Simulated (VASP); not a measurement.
# Na2VCdC6N6 (Fm-3m) in VASP: single point with PBE

Aim: the single point of Na2VCdC6N6 with PBE.

Program: VASP 6.6.1. These are calculated values, not measurements. Logs are shortened: lines on timing, memory, paths and dates and some standing lists are left out, and cuts for length are marked.

## Step 1: The cell of the first run

Symmetry: Fm-3m, No. 225, cubic system. Conventional cell: a = 10.369 Å, b = 10.369 Å, c = 10.369 Å, α = 90.00°, β = 90.00°, γ = 90.00°. Na (site symmetry -43m) has 12 N at 3.70 Å and 12 C at 3.73 Å and 4 V at 4.49 Å and 4 Cd at 4.49 Å within 4.9 Å. V (site symmetry m-3m) has 6 C at 1.92 Å within 2.5 Å. Within 2.8 Å of Cd (site symmetry m-3m) lie 6 N at 2.10 Å. Within 1.6 Å of C (site symmetry 4mm) lie 1 N at 1.17 Å. Within 1.6 Å of N (site symmetry 4mm) lie 1 C at 1.17 Å.

## Step 2: Single point, PBE, collinear spin, ferromagnetic start

File INCAR:

```
PREC = Accurate
ENCUT = 520
EDIFF = 1E-6
ISMEAR = 0
SIGMA = 0.1
LREAL = Auto
LASPH = T
NELM = 150
ALGO = Normal
ISIF = 2
LWAVE = F
LCHARG = F
ISPIN = 2
MAGMOM = 0 0 2 0 0 0 0 0 0 0 0 0 0 0 0 0
LORBIT = 11
LMAXMIX = 4
GGA = PE
NBANDS = 64
```

File KPOINTS:

```
Automatic mesh
0
Gamma
  4 4 4
```

File POSCAR:

```
Na2VCdC6N6
1.0
    0.0000000000      5.1845000000      5.1845000000
    5.1845000000      0.0000000000      5.1845000000
    5.1845000000      5.1845000000      0.0000000000
Na V Cd C N
2 1 1 6 6
Direct
    0.2500000000      0.2500000000      0.2500000000
    0.7500000000      0.7500000000      0.7500000000
    0.0000000000      0.0000000000      0.0000000000
    0.5000000000      0.5000000000      0.5000000000
    0.8151220000      0.1848780000      0.1848780000
    0.1848780000      0.8151220000      0.1848780000
    0.1848780000      0.1848780000      0.8151220000
    0.1848780000      0.8151220000      0.8151220000
    0.8151220000      0.1848780000      0.8151220000
    0.8151220000      0.8151220000      0.1848780000
    0.7022856600      0.2977143400      0.2977143400
    0.2977143400      0.7022856600      0.2977143400
    0.2977143400      0.2977143400      0.7022856600
    0.2977143400      0.7022856600      0.7022856600
    0.7022856600      0.2977143400      0.7022856600
    0.7022856600      0.7022856600      0.2977143400
```

Potentials or basis: VASP PAW PBE potentials, release 64 (Na_pv, V_sv, Cd, C, N).

Command:

```
cat potpaw_PBE.64/Na_pv/POTCAR potpaw_PBE.64/V_sv/POTCAR potpaw_PBE.64/Cd/POTCAR potpaw_PBE.64/C/POTCAR potpaw_PBE.64/N/POTCAR > POTCAR
mpirun -np 1 vasp_std > vasp.out
```

OUTCAR:

```text
PREC = Accurate
   ENCUT = 520
   EDIFF = 1E-6
   ISMEAR = 0
   LREAL = Auto
   LASPH = T
   NELM = 150
   ISIF = 2
   ISPIN = 2
   LORBIT = 11
   GGA = PE

 ion  position               nearest neighbor table
   1  0.250  0.250  0.250-
   2  0.750  0.750  0.750-
   3  0.000  0.000  0.000-   5 1.92   6 1.92   7 1.92   8 1.92   9 1.92  10 1.92
   4  0.500  0.500  0.500-  11 2.10  12 2.10  13 2.10  14 2.10  15 2.10  16 2.10
   5  0.815  0.185  0.185-  11 1.17   3 1.92
   6  0.185  0.815  0.185-  12 1.17   3 1.92
   7  0.185  0.185  0.815-  13 1.17   3 1.92
   8  0.185  0.815  0.815-  14 1.17   3 1.92
   9  0.815  0.185  0.815-  15 1.17   3 1.92
  10  0.815  0.815  0.185-  16 1.17   3 1.92
  11  0.702  0.298  0.298-   5 1.17   4 2.10
  12  0.298  0.702  0.298-   6 1.17   4 2.10
  13  0.298  0.298  0.702-   7 1.17   4 2.10
  14  0.298  0.702  0.702-   8 1.17   4 2.10
  15  0.702  0.298  0.702-   9 1.17   4 2.10
  16  0.702  0.702  0.298-  10 1.17   4 2.10

  LATTYP: Found a face centered cubic cell.
 ALAT       =    10.3690000000

  Lattice vectors:

 A1 = (   0.0000000000,   5.1845000000,   5.1845000000)
 A2 = (   5.1845000000,   0.0000000000,   5.1845000000)
 A3 = (   5.1845000000,   5.1845000000,   0.0000000000)

Analysis of symmetry for initial positions (statically):
=====================================================================
 Subroutine PRICEL returns:
 Original cell was already a primitive cell.

 Routine SETGRP: Setting up the symmetry group for a
 face centered cubic supercell.

 Subroutine GETGRP returns: Found 48 space group operations
 (whereof 48 operations were pure point group operations)
 out of a pool of 48 trial point group operations.

The static configuration has the point symmetry O_h .

Analysis of symmetry for dynamics (positions and initial velocities):
=====================================================================
 Subroutine PRICEL returns:
 Original cell was already a primitive cell.

 Routine SETGRP: Setting up the symmetry group for a
 face centered cubic supercell.

 Subroutine GETGRP returns: Found 48 space group operations
 (whereof 48 operations were pure point group operations)
 out of a pool of 48 trial point group operations.

The dynamic configuration has the point symmetry O_h .

Analysis of structural, dynamic, and magnetic symmetry:
=====================================================================
 Subroutine PRICEL returns:
 Original cell was already a primitive cell.

 Routine SETGRP: Setting up the symmetry group for a
 face centered cubic supercell.

 Subroutine GETGRP returns: Found 48 space group operations
 (whereof 48 operations were pure point group operations)
 out of a pool of 48 trial point group operations.

The overall configuration has the point symmetry O_h .

 Subroutine INISYM returns: Found 48 space group operations
 (whereof 48 operations are pure point group operations),
 and found     1 'primitive' translations

----------------------------------------------------------------------------------------

                                     Primitive cell

  volume of cell :     278.7088

  direct lattice vectors                    reciprocal lattice vectors
     0.000000000  5.184500000  5.184500000    -0.096441315  0.096441315  0.096441315
     5.184500000  0.000000000  5.184500000     0.096441315 -0.096441315  0.096441315
     5.184500000  5.184500000  0.000000000     0.096441315  0.096441315 -0.096441315

  length of vectors
     7.331990214  7.331990214  7.331990214     0.167041258  0.167041258  0.167041258

  position of ions in fractional coordinates (direct lattice)
     0.250000000  0.250000000  0.250000000
     0.750000000  0.750000000  0.750000000
     0.000000000  0.000000000  0.000000000
     0.500000000  0.500000000  0.500000000
     0.815122000  0.184878000  0.184878000
[... 59 lines left out ...]
  0.000000  0.000000  0.000000      1.000000
  0.250000  0.000000  0.000000      8.000000
  0.500000  0.000000  0.000000      4.000000
  0.250000  0.250000  0.000000      6.000000
  0.500000  0.250000  0.000000     24.000000
 -0.250000  0.250000  0.000000     12.000000
  0.500000  0.500000  0.000000      3.000000
 -0.250000  0.500000  0.250000      6.000000
   k-points           NKPTS =      8   k-points in BZ     NKDIM =      8   number of bands    NBANDS=     64
   number of dos      NEDOS =    301   number of ions     NIONS =     16
   total plane-waves  NPLWV = 175616
   dimension x,y,z NGX =    56 NGY =   56 NGZ =   56
   dimension x,y,z NGXF=   112 NGYF=  112 NGZF=  112
   ions per type =               2   1   1   6   6
   NGX,Y,Z   is equivalent  to a cutoff of  12.70, 12.70, 12.70 a.u.
   NGXF,Y,Z  is equivalent  to a cutoff of  25.39, 25.39, 25.39 a.u.
 SYSTEM =  unknown system
   PREC   = accura    normal or accurate (medium, high low for compatibility)
   ISTART =      0    job   : 0-new  1-cont  2-samecut
   ICHARG =      2    charge: 1-file 2-atom 10-const
   ISPIN  =      2    spin polarized calculation?
   LNONCOLLINEAR =      F non collinear calculations
   LSORBIT =      F    spin-orbit coupling
   LASPH  =      T    aspherical Exc in radial PAW
   ENCUT  =  520.0 eV  38.22 Ry    6.18 a.u.  13.63 13.63 13.63*2*pi/ulx,y,z
   NELM   =    150;   NELMIN=  2; NELMDL= -5     # of ELM steps
   EDIFF  = 0.1E-05   stopping-criterion for ELM
   LREAL  =      T    real-space projection
   EDIFFG = 0.1E-04   stopping-criterion for IOM
   NSW    =      0    number of steps for IOM
[... 5 lines left out ...]
   TEBEG  =    0.0;   TEEND  =   0.0 temperature during run
   PSTRESS=    0.0 pullay stress
   NELECT =      93.0000    total number of electrons
   NUPDOWN=      -1.0000    fix difference up-down
   EMIN   =  10.00;   EMAX   =-10.00  energy-range for DOS
   EFERMI =   0.00;   METHOD = LEGACY
   ISMEAR =     0;   SIGMA  =   0.10  broadening in eV -4-tet -1-fermi 0-gaus
   EFERMI_NEDOS =   21; number of points for ismear=-14 and -15
   IALGO  =     38    algorithm
   IMIX   =      4    mixing-type and parameters
     AMIX     =   0.40;   BMIX     =  1.00
     AMIX_MAG =   1.60;   BMIX_MAG =  1.00
  volume/ion in A,a.u.               =      17.42       117.55
  Fermi-wavevector in a.u.,A,eV,Ry     =   1.135496  2.145776 17.542687  1.289351
  Thomas-Fermi vector in A             =   2.272201
   LORBIT       =     11    0 simple, 1 ext, 2 COOP (PROOUT), +10 PAW based schemes
   GGA     = PE    functional components
   LHFCALC =     F    Hartree Fock is set to
   AEXX    =    0.0000 exact exchange contribution
   IVDW    =     0    specifies the selected vdW correction
   LEPSILON=     F    determine dielectric tensor
   LRPA    =     F    only Hartree local field effects (RPA)
 spin polarized calculation
 Gauss-broadening in eV      SIGMA  =   0.10
  energy-cutoff  :      520.00
  volume of cell :      278.71
 maximum number of plane-waves:      7583
 NGX is ok and might be reduce to    56
   NGX = 27   NGY = 27   NGZ = 27

 number of electron      93.0000011 magnetization       3.0000037

 Free energy of the ion-electron system (eV)
  ---------------------------------------------------
  ext. energy  EPLUGINS =         0.00000000
  ---------------------------------------------------
  free energy    TOTEN  =      -112.47024798 eV

  energy without entropy =     -112.47024796  energy(sigma->0) =     -112.47024797

 E-fermi :   1.4456     XC(G=0):  -7.7636

 val. band max:        1.0821254559   @ k =   0.5000   0.5000   0.0000
 cond. band min:       1.8034940977   @ k =   0.0000   0.0000   0.0000
 fundamental gap:      0.7213686418
 Fermi energy:         1.4456272629

 spin component 1

 k-point     1 :       0.0000    0.0000    0.0000
  band No.  band energies     occupation
      1     -62.5334      1.00000
      2     -36.5226      1.00000
      3     -36.5226      1.00000
      4     -36.5226      1.00000
      5     -24.8189      1.00000
      6     -24.8189      1.00000
[... 477 lines left out ...]
     57       5.6881      0.00000
     58       5.7489      0.00000
 Fermi energy:         1.4456272629

 spin component 2

 k-point     1 :       0.0000    0.0000    0.0000
  band No.  band energies     occupation
      1     -60.9417      1.00000
      2     -34.9366      1.00000
      3     -34.9366      1.00000
      4     -34.9366      1.00000
      5     -24.8189      1.00000
      6     -24.8189      1.00000
[... 477 lines left out ...]
     57       5.7643      0.00000
     58       5.8660      0.00000
 [bands above 58 left out]

------------------------ aborting loop because EDIFF is reached ----------------------------------------

  FORCE on cell =-STRESS in cart. coord.  units (eV):
  Direction    XX          YY          ZZ          XY          YZ          ZX
  --------------------------------------------------------------------------------------
  -------------------------------------------------------------------------------------
  Total       25.8347526     25.8347526     25.8347526      0.0000000      0.0000000     -0.0000000
  in kB      148.5129267    148.5129267    148.5129267      0.0000000      0.0000000     -0.0000000
  external PRESSURE =     148.5129267 kB  Pullay stress =       0.0000000 kB

 VOLUME and BASIS-vectors are now :
 -----------------------------------------------------------------------------
  energy-cutoff  :      520.00
  volume of cell :      278.71
      direct lattice vectors                 reciprocal lattice vectors
     0.000000000  5.184500000  5.184500000    -0.096441315  0.096441315  0.096441315
     5.184500000  0.000000000  5.184500000     0.096441315 -0.096441315  0.096441315
     5.184500000  5.184500000  0.000000000     0.096441315  0.096441315 -0.096441315

 POSITION                                       TOTAL-FORCE (eV/Angst)
 -----------------------------------------------------------------------------------
      2.59225      2.59225      2.59225         0.000000     -0.000000      0.000000
      7.77675      7.77675      7.77675         0.000000      0.000000      0.000000
      0.00000      0.00000      0.00000         0.000000     -0.000000      0.000000
      5.18450      5.18450      5.18450         0.000000      0.000000      0.000000
      1.91700      5.18450      5.18450         0.980531      0.000000      0.000000
      5.18450      1.91700      5.18450         0.000000      0.980531      0.000000
[... 8 lines left out ...]
      5.18450      7.28200      5.18450         0.000000      1.247860      0.000000
      5.18450      5.18450      7.28200         0.000000      0.000000      1.247860
 -----------------------------------------------------------------------------------
    total drift:                                0.000000      0.000000      0.000000

  FREE ENERGIE OF THE ION-ELECTRON SYSTEM (eV)
  ---------------------------------------------------
  free  energy   TOTEN  =      -112.4702479809 eV

  energy  without entropy=     -112.4702479615  energy(sigma->0) =     -112.47024797

 total charge

# of ion       s       p       d       tot
------------------------------------------
    1        0.005   5.947   0.000   5.952
    2        0.005   5.947   0.000   5.952
    3        2.347   6.519   3.372  12.238
    4        0.372   0.484   9.743  10.599
    5        0.980   1.660   0.000   2.641
    6        0.980   1.660   0.000   2.641
[... 8 lines left out ...]
   15        1.319   2.600   0.000   3.919
   16        1.319   2.600   0.000   3.919
--------------------------------------------------
tot         16.525  44.459  13.116  74.099

 magnetization (x)

# of ion       s       p       d       tot
------------------------------------------
    1        0.000  -0.000   0.000   0.000
    2        0.000  -0.000   0.000   0.000
    3        0.016   0.027   1.692   1.736
    4       -0.003  -0.004   0.016   0.009
    5       -0.008  -0.022   0.000  -0.031
    6       -0.008  -0.022   0.000  -0.031
[... 8 lines left out ...]
   15        0.003   0.120   0.000   0.123
   16        0.003   0.120   0.000   0.123
--------------------------------------------------
tot         -0.016   0.607   1.708   2.299
```

Run time: 13 min. Hardware: 1 thread of AMD EPYC 7R43 (Zen 3), shared host; peak memory 0.61 GiB.

Results:

| Property | Result |
| --- | --- |
| Free energy | -112.4702 eV |
| Pressure | 14.9 GPa |
| Largest force | 1.248 eV/Å |
| Band gap on the k mesh | 0.72 eV (least direct gap 0.74 eV) |
| Net moment | 3.00 μB per cell |
| Site moments | Na +0.00; V +1.74; Cd +0.01; C -0.03; N +0.12 μB |
| Valence electrons inside the program's atomic spheres | Na 5.95; V 12.24; Cd 10.60; C 2.64; N 3.92 |

Forces on the atoms (eV/Å):
```
Na   0.000  0.000  0.000
Na   0.000  0.000  0.000
V    0.000  0.000  0.000
Cd   0.000  0.000  0.000
C    0.981  0.000  0.000
C    0.000  0.981  0.000
C    0.000  0.000  0.981
C   -0.981  0.000  0.000
C    0.000 -0.981  0.000
C    0.000  0.000 -0.981
N   -1.248  0.000  0.000
N    0.000 -1.248  0.000
N    0.000  0.000 -1.248
N    1.248  0.000  0.000
N    0.000  1.248  0.000
N    0.000  0.000  1.248
```

Caveat: the cell stands under pressure; forces of over 1 eV/Å act on the atoms, so gaps and moduli don't describe the material at rest. A k mesh can miss the band edges.
